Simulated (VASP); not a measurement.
A run of VASP 6.6.1 is set up as follows.

INCAR

```
SYSTEM = AlNi
PREC = Accurate
ENCUT = 520
EDIFF = 1E-7
ISMEAR = 0
SIGMA = 0.15
LREAL = .FALSE.
LASPH = .TRUE.
NELM = 100
ALGO = Fast
ISIF = 2
LWAVE = .FALSE.
LCHARG = .TRUE.
GGA = PE
LELF = .TRUE.
LVHAR = .TRUE.
NBANDS = 28
```

File KPOINTS:

```
regular mesh
0
G
  20 20 7
  0 0 0
```

The input POSCAR:

```
AlNi
1.0
    0.0000000000     -2.8930835334      0.0000000000
    0.0000000000      0.0000000000     -2.8930835334
    8.6792506003     -0.8679250600      0.0000000000
Al Ni
3 3
Direct
   -0.2749950000      1.0000000000      0.9166500000
   -0.0749950000      1.0000000000      0.2499833333
   -0.1749950000      1.0000000000      0.5833166667
    0.4750050000      0.5000000000      0.0833166667
    0.3750050000      0.5000000000      0.4166500000
    0.2750050000      0.5000000000      0.7499833333
```

Potentials or basis: VASP PAW PBE potentials, release 64 (Al, Ni).

Launch:

```bash
$ cat potpaw_PBE.64/Al/POTCAR potpaw_PBE.64/Ni/POTCAR > POTCAR
$ mpirun -np 1 vasp_std > vasp.out
```

**Question.** Estimate the largest force.

**Answer.** 3.449 eV/Å.

**Question.** Predict the band gap on the k mesh.

**Answer.** Zero (an odd number of electrons rules out a gap without spin polarisation).

Forces on the atoms (eV/Å):
```
Al  -2.863 -1.763  0.000
Al  -0.130  0.157  0.000
Al   0.047 -0.034  0.000
Ni   3.003  1.695  0.000
Ni   0.012  0.040  0.000
Ni  -0.069 -0.095  0.000
```

Caveat: the cell differs from its parent crystal (the part above a cut slid along it); forces of over 1 eV/Å act on the atoms, so gaps and moduli don't describe the material at rest. Spin polarisation is off, so any magnetic state and its effect on volume and gap are missing.
